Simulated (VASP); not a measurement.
# SnGe5 (F-43m) in VASP: further runs

Runs on SnGe5. Level: PBE. Tasks: relaxation of cell and atoms.

All numbers are computed with VASP 6.6.1; they aren't measurements. Logs are shortened: lines on timing, memory, paths and dates and some standing lists are left out, and cuts for length are marked.

### 1 The cell of the first run

The structure is cubic, space group F-43m (No. 216). The conventional cell has a = 7.763 Å, b = 7.763 Å, c = 7.763 Å, α = 90.00°, β = 90.00°, γ = 90.00°. Within 4.2 Å of Sn (site symmetry -43m) lie 16 Ge at 3.22 to 3.36 Å. Ge (site symmetry -43m) has 12 Ge at 3.22 Å and 4 Sn at 3.36 Å within 4.2 Å. Within 3.6 Å of Ge (site symmetry 3m) lie 9 Ge at 2.72 to 3.22 Å and 3 Sn at 3.22 Å.

The cell was generated, and may not be a known phase.

### 2 Relaxation of cell and atoms, PBE

INCAR reads:

```
  ALGO = Normal
  EDIFF = 1E-7
  EDIFFG = -0.04
  ENCUT = 600
  GGA = PE
  IBRION = 2
  ISIF = 3
  ISMEAR = 0
  LASPH = True
  LCHARG = False
  LREAL = False
  LWAVE = False
  NELM = 60
  NSW = 90
  PREC = Accurate
  SIGMA = 0.1
```

KPOINTS reads:

```
k-points
0
Gamma
  4 4 4
```

POSCAR reads:

```
SnGe5
1.0
    0.0000000000      3.8814254600      3.8814254600
    3.8814254600      0.0000000000      3.8814254600
    3.8814254600      3.8814254600      0.0000000000
Sn Ge
1 5
Direct
    0.0000000000      0.0000000000      0.0000000000
    0.7500000000      0.7500000000      0.7500000000
    0.3759736600      0.3759736600      0.8720790100
    0.3759736600      0.8720790100      0.3759736600
    0.3759736600      0.3759736600      0.3759736600
    0.8720790100      0.3759736600      0.3759736600
```

Potentials or basis: VASP PAW PBE potentials, release 64 (Sn_d, Ge_d).

The run is started by

```
$ cat potpaw_PBE.64/Sn_d/POTCAR potpaw_PBE.64/Ge_d/POTCAR > POTCAR
$ mpirun -np 1 vasp_std > vasp.out
```

OUTCAR:

```text
EDIFF = 1E-7
   EDIFFG = -0.04
   ENCUT = 600
   GGA = PE
   IBRION = 2
   ISIF = 3
   ISMEAR = 0
   LASPH = True
   LREAL = False
   NELM = 60
   NSW = 90
   PREC = Accurate

 ion  position               nearest neighbor table
   1  0.000  0.000  0.000-   3 3.22   4 3.22   6 3.22   5 3.22   5 3.22   5 3.22   3 3.22   4 3.22
                             6 3.22   3 3.22   4 3.22   6 3.22
   2  0.750  0.750  0.750-
   3  0.376  0.376  0.872-   4 2.72   5 2.72   6 2.72   5 2.77   4 2.77   6 2.77   1 3.22   1 3.22
                             1 3.22
   4  0.376  0.872  0.376-   3 2.72   5 2.72   6 2.72   3 2.77   5 2.77   6 2.77   1 3.22   1 3.22
                             1 3.22
   5  0.376  0.376  0.376-   3 2.72   4 2.72   6 2.72   3 2.77   4 2.77   6 2.77   1 3.22   1 3.22
                             1 3.22
   6  0.872  0.376  0.376-   3 2.72   4 2.72   5 2.72   5 2.77   3 2.77   4 2.77   1 3.22   1 3.22
                             1 3.22

  LATTYP: Found a face centered cubic cell.
 ALAT       =     7.7628509200

  Lattice vectors:

 A1 = (   0.0000000000,   3.8814254600,   3.8814254600)
 A2 = (   3.8814254600,   0.0000000000,   3.8814254600)
 A3 = (   3.8814254600,   3.8814254600,   0.0000000000)

Analysis of symmetry for initial positions (statically):
=====================================================================
 Subroutine PRICEL returns:
 Original cell was already a primitive cell.

 Routine SETGRP: Setting up the symmetry group for a
 face centered cubic supercell.

 Subroutine GETGRP returns: Found 24 space group operations
 (whereof 24 operations were pure point group operations)
 out of a pool of 48 trial point group operations.

The static configuration has the point symmetry T_d .

Analysis of symmetry for dynamics (positions and initial velocities):
=====================================================================
 Subroutine PRICEL returns:
 Original cell was already a primitive cell.

 Routine SETGRP: Setting up the symmetry group for a
 face centered cubic supercell.

 Subroutine GETGRP returns: Found 24 space group operations
 (whereof 24 operations were pure point group operations)
 out of a pool of 48 trial point group operations.

The dynamic configuration has the point symmetry T_d .

 Subroutine INISYM returns: Found 24 space group operations
 (whereof 24 operations are pure point group operations),
 and found     1 'primitive' translations

----------------------------------------------------------------------------------------

                                     Primitive cell

  volume of cell :     116.9509

  direct lattice vectors                    reciprocal lattice vectors
     0.000000000  3.881425460  3.881425460    -0.128818653  0.128818653  0.128818653
     3.881425460  0.000000000  3.881425460     0.128818653 -0.128818653  0.128818653
     3.881425460  3.881425460  0.000000000     0.128818653  0.128818653 -0.128818653

  length of vectors
     5.489164527  5.489164527  5.489164527     0.223120452  0.223120452  0.223120452

  position of ions in fractional coordinates (direct lattice)
     0.000000000  0.000000000  0.000000000
     0.750000000  0.750000000  0.750000000
     0.375973660  0.375973660  0.872079010
     0.375973660  0.872079010  0.375973660
     0.375973660  0.375973660  0.375973660
     0.872079010  0.375973660  0.375973660

  ion indices of the primitive-cell ions
   primitive index   ion index
                 1           1
                 2           2
                 3           3
                 4           4
                 5           5
                 6           6

----------------------------------------------------------------------------------------

 KPOINTS: k-points

Automatic generation of k-mesh.
 Grid dimensions read from file:
 generate k-points for:    4    4    4

 Generating k-lattice:

  Cartesian coordinates                     Fractional coordinates (reciprocal lattice)
    -0.032204663  0.032204663  0.032204663     0.250000000  0.000000000  0.000000000
     0.032204663 -0.032204663  0.032204663     0.000000000  0.250000000  0.000000000
     0.032204663  0.032204663 -0.032204663     0.000000000  0.000000000  0.250000000

  Length of vectors
     0.055780113  0.055780113  0.055780113

  Shift w.r.t. Gamma in fractional coordinates (k-lattice)
     0.000000000  0.000000000  0.000000000

 Subroutine IBZKPT returns following result:
 ===========================================

 Found      8 irreducible k-points:

 Following reciprocal coordinates:
            Coordinates               Weight
  0.000000  0.000000  0.000000      1.000000
  0.250000  0.000000  0.000000      8.000000
  0.500000  0.000000  0.000000      4.000000
  0.250000  0.250000  0.000000      6.000000
  0.500000  0.250000  0.000000     24.000000
 -0.250000  0.250000  0.000000     12.000000
  0.500000  0.500000  0.000000      3.000000
 -0.250000  0.500000  0.250000      6.000000
   k-points           NKPTS =      8   k-points in BZ     NKDIM =      8   number of bands    NBANDS=     50
   number of dos      NEDOS =    301   number of ions     NIONS =      6
   total plane-waves  NPLWV = 110592
   dimension x,y,z NGX =    48 NGY =   48 NGZ =   48
   dimension x,y,z NGXF=    96 NGYF=   96 NGZF=   96
   ions per type =               1   5
   NGX,Y,Z   is equivalent  to a cutoff of  14.54, 14.54, 14.54 a.u.
   NGXF,Y,Z  is equivalent  to a cutoff of  29.07, 29.07, 29.07 a.u.
 SYSTEM =  unknown system
   PREC   = accura    normal or accurate (medium, high low for compatibility)
   ISTART =      0    job   : 0-new  1-cont  2-samecut
   ICHARG =      2    charge: 1-file 2-atom 10-const
   ISPIN  =      1    spin polarized calculation?
   LNONCOLLINEAR =      F non collinear calculations
   LSORBIT =      F    spin-orbit coupling
   LASPH  =      T    aspherical Exc in radial PAW
   ENCUT  =  600.0 eV  44.10 Ry    6.64 a.u.  10.96 10.96 10.96*2*pi/ulx,y,z
   NELM   =     60;   NELMIN=  2; NELMDL= -5     # of ELM steps
   EDIFF  = 0.1E-06   stopping-criterion for ELM
   LREAL  =      F    real-space projection
   EDIFFG = -.4E-01   stopping-criterion for IOM
   NSW    =     90    number of steps for IOM
   IBRION =      2    ionic relax: 0-MD 1-quasi-New 2-CG
   NFREE  =      1    steps in history (QN), initial steepest desc. (CG)
   ISIF   =      3    stress and relaxation
   ISYM   =      2    0-nonsym 1-usesym 2-fastsym
   POTIM  = 0.5000    time-step for ionic-motion
   TEBEG  =    0.0;   TEEND  =   0.0 temperature during run
   PSTRESS=    0.0 pullay stress
   NELECT =      84.0000    total number of electrons
   NUPDOWN=      -1.0000    fix difference up-down
   EMIN   =  10.00;   EMAX   =-10.00  energy-range for DOS
   EFERMI =   0.00;   METHOD = LEGACY
   ISMEAR =     0;   SIGMA  =   0.10  broadening in eV -4-tet -1-fermi 0-gaus
   EFERMI_NEDOS =   21; number of points for ismear=-14 and -15
   IALGO  =     38    algorithm
   IMIX   =      4    mixing-type and parameters
     AMIX     =   0.40;   BMIX     =  1.00
     AMIX_MAG =   1.60;   BMIX_MAG =  1.00
  volume/ion in A,a.u.               =      19.49       131.54
  Fermi-wavevector in a.u.,A,eV,Ry     =   1.466110  2.770547 29.245447  2.149480
  Thomas-Fermi vector in A             =   2.581887
   LORBIT       =      0    0 simple, 1 ext, 2 COOP (PROOUT), +10 PAW based schemes
   GGA     = PE    functional components
   LHFCALC =     F    Hartree Fock is set to
   AEXX    =    0.0000 exact exchange contribution
   IVDW    =     0    specifies the selected vdW correction
   LEPSILON=     F    determine dielectric tensor
   LRPA    =     F    only Hartree local field effects (RPA)
 conjugate gradient relaxation of ions
 non-spin polarized calculation
 Gauss-broadening in eV      SIGMA  =   0.10
  energy-cutoff  :      600.00
  volume of cell :      116.95
 maximum number of plane-waves:      3928
 NGX is ok and might be reduce to    48
   NGX = 21   NGY = 21   NGZ = 21

--------------------------------------- Ionic step        1  -------------------------------------------

 number of electron      84.0000024 magnetization

 Free energy of the ion-electron system (eV)
  ---------------------------------------------------
  ext. energy  EPLUGINS =         0.00000000
  ---------------------------------------------------
  free energy    TOTEN  =       -23.85125317 eV

  energy without entropy =      -23.82540213  energy(sigma->0) =      -23.83832765

------------------------ aborting loop because EDIFF is reached ----------------------------------------

  FORCE on cell =-STRESS in cart. coord.  units (eV):
  Direction    XX          YY          ZZ          XY          YZ          ZX
  --------------------------------------------------------------------------------------
  -------------------------------------------------------------------------------------
  Total        4.6211019      4.6211019      4.6211019     -0.0000000      0.0000000     -0.0000000
  in kB       63.3070943     63.3070943     63.3070943     -0.0000000      0.0000000     -0.0000000
  external PRESSURE =      63.3070943 kB  Pullay stress =       0.0000000 kB
[... 65 lines left out ...]
  energy  without entropy=      -23.9973970864  energy(sigma->0) =      -24.01624072

--------------------------------------- Ionic step        3  -------------------------------------------

 number of electron      83.9999969 magnetization

 Free energy of the ion-electron system (eV)
  ---------------------------------------------------
  ext. energy  EPLUGINS =         0.00000000
  ---------------------------------------------------
  free energy    TOTEN  =       -24.04592903 eV

  energy without entropy =      -24.01203267  energy(sigma->0) =      -24.02898085

 E-fermi :   6.6384     XC(G=0): -10.8413

 val. band max:        6.5702002236   @ k =   0.5000   0.0000   0.0000
 cond. band min:       6.6386123519   @ k =   0.5000   0.2500   0.0000
 fundamental gap:      0.0684121283
 Fermi energy:         6.6384436288

 k-point     1 :       0.0000    0.0000    0.0000
  band No.  band energies     occupation
      1     -18.2825      2.00000
      2     -18.2552      2.00000
      3     -18.2552      2.00000
      4     -18.2552      2.00000
      5     -18.2546      2.00000
      6     -18.2546      2.00000
[... 446 lines left out ...]
  FREE ENERGIE OF THE ION-ELECTRON SYSTEM (eV)
  ---------------------------------------------------
  free  energy   TOTEN  =       -24.0459290261 eV

  energy  without entropy=      -24.0120326707  energy(sigma->0) =      -24.02898085

 reached required accuracy - stopping structural energy minimisation
```

Wall time 2.3 min (1 thread of AMD EPYC 9R45 (Zen 5), shared host); peak memory 0.32 GiB.

Results:

```yaml
Free_energy: -24.0459 eV
Relaxed_volume: 21.27 Å³/atom
Relaxed_cell: a = 5.651 Å, b = 5.651 Å, c = 5.651 Å, α = 60.00°, β = 60.00°, γ = 60.00°
Space_group_after_relaxing_to_0.1_Å: F-43m (No. 216)
Energy_gained_by_relaxing: 32.4 meV/atom
Ionic_steps: 3
Pressure_after_relaxing: 0.0 GPa
Largest_force_after_relaxing: 0.035 eV/Å
Band_gap_on_the_k_mesh: zero (bands 42 and 43 overlap by 1.63 eV)
```

Forces in eV/Å, atoms in the order of the input:
```
Sn   0.000  0.000  0.000
Ge   0.000  0.000  0.000
Ge   0.020  0.020 -0.020
Ge   0.020 -0.020  0.020
Ge  -0.020 -0.020 -0.020
Ge  -0.020  0.020  0.020
```

The path:
```
step  energy change (eV)  largest force (eV/Å)  pressure (GPa)  volume (Å³)
   1              0.0000                0.1236            6.33       116.95
   2             -0.1838                0.0176           -1.18       130.48
   3             -0.1947                0.0346           -0.01       127.62
```

Final structure:
```
CELL_PARAMETERS angstrom
0.00000 3.99608 3.99608
3.99608 0.00000 3.99608
3.99608 3.99608 0.00000
ATOMIC_POSITIONS crystal
Sn 0.00000 0.00000 0.00000
Ge 0.75000 0.75000 0.75000
Ge 0.37562 0.37562 0.87315
Ge 0.37562 0.87315 0.37562
Ge 0.37562 0.37562 0.37562
Ge 0.87315 0.37562 0.37562
```

Caveat: spin-orbit coupling is left out, which moves the levels of the heavy elements.

### 3 Relaxation of cell and atoms, PBE

This run uses another cell than the first one, of 21.33 Å³/atom.

INCAR reads:

```
SYSTEM = SnGe5
  PREC = Accurate
  ENCUT = 600
  EDIFF = 1E-7
  ISMEAR = 0
  SIGMA = 0.1
  LREAL = .False.
  LASPH = .True.
  NELM = 60
  ALGO = Normal
  ISIF = 3
  LWAVE = .False.
  LCHARG = .False.
  GGA = PE
  IBRION = 2
  NSW = 100
  EDIFFG = -0.01
```

KPOINTS reads:

```
regular mesh
0
Gamma
  8 8 8
  0 0 0
```

POSCAR reads:

```
SnGe5
1.0
    0.0000000000      3.9997537807      3.9997537807
    3.9997537807      0.0000000000      3.9997537807
    3.9997537807      3.9997537807      0.0000000000
Sn Ge
1 5
Direct
    0.0000000000      0.0000000000      0.0000000000
    0.2500000000      0.2500000000      0.2500000000
    0.6244141590      0.6244141590      0.6244141590
    0.1267575230      0.6244141590      0.6244141590
    0.6244141590      0.1267575230      0.6244141590
    0.6244141590      0.6244141590      0.1267575230
```

Potentials or basis: VASP PAW PBE potentials, release 64 (Sn_d, Ge_d).

The run is started by

```
$ cat potpaw_PBE.64/Sn_d/POTCAR potpaw_PBE.64/Ge_d/POTCAR > POTCAR
$ mpirun -np 1 vasp_std > vasp.out
```

Run time: 7.2 min. Hardware: 1 thread of AMD EPYC 9R45 (Zen 5), shared host; peak memory 0.41 GiB.

Results (log left out):

```yaml
Free_energy: -24.3330 eV
Relaxed_volume: 21.27 Å³/atom
Relaxed_cell: a = 5.652 Å, b = 5.652 Å, c = 5.652 Å, α = 60.00°, β = 60.00°, γ = 60.00°
Space_group_after_relaxing_to_0.1_Å: F-43m (No. 216)
Energy_gained_by_relaxing: 0.0 meV/atom
Ionic_steps: 4
Pressure_after_relaxing: 0.1 GPa
Largest_force_after_relaxing: 0.010 eV/Å
Band_gap_on_the_k_mesh: zero (bands 42 and 43 overlap by 1.68 eV)
```

Forces in eV/Å, atoms in the order of the input:
```
Sn   0.000  0.000  0.000
Ge   0.000  0.000  0.000
Ge   0.006  0.006  0.006
Ge   0.006 -0.006 -0.006
Ge  -0.006  0.006 -0.006
Ge  -0.006 -0.006  0.006
```

Step by step:
| step | energy change (eV) | largest force (eV/Å) | pressure (GPa) | volume (Å³) |
| --- | --- | --- | --- | --- |
| 1 | 0.0000 | 0.0244 | -0.09 | 127.98 |
| 2 | -0.0002 | 0.0147 | 0.02 | 127.76 |
| 3 | -0.0002 | 0.0130 | 0.02 | 127.72 |
| 4 | -0.0002 | 0.0097 | 0.06 | 127.65 |

Final structure:
```
Sn Ge
1.0
     0.00000    3.99630    3.99630
     3.99630    0.00000    3.99630
     3.99630    3.99630    0.00000
Sn Ge
1 5
Direct
  0.00000 0.00000 0.00000
  0.25000 0.25000 0.25000
  0.62454 0.62454 0.62454
  0.12637 0.62454 0.62454
  0.62454 0.12637 0.62454
  0.62454 0.62454 0.12637
```

Levels at points of the mesh, in eV from the Fermi level:
| k point | band 40 | band 41 | band 42 | band 43 | band 44 | band 45 |
| --- | --- | --- | --- | --- | --- | --- |
| (0.00, 0.00, 0.00) | -4.07 | -1.63 | -1.63 | -1.33 | -1.33 | -1.33 |
| (0.50, 0.00, 0.00) | -0.63 | -0.63 | -0.53 | -0.03 | -0.03 | 2.16 |
| (0.50, 0.50, 0.00) | -1.30 | 0.35 | 0.35 | 0.66 | 0.66 | 1.19 |

Caveat: spin-orbit coupling is left out, which moves the levels of the heavy elements.

The gap in the log of VASP goes by the Fermi energy; the results here count the filled bands.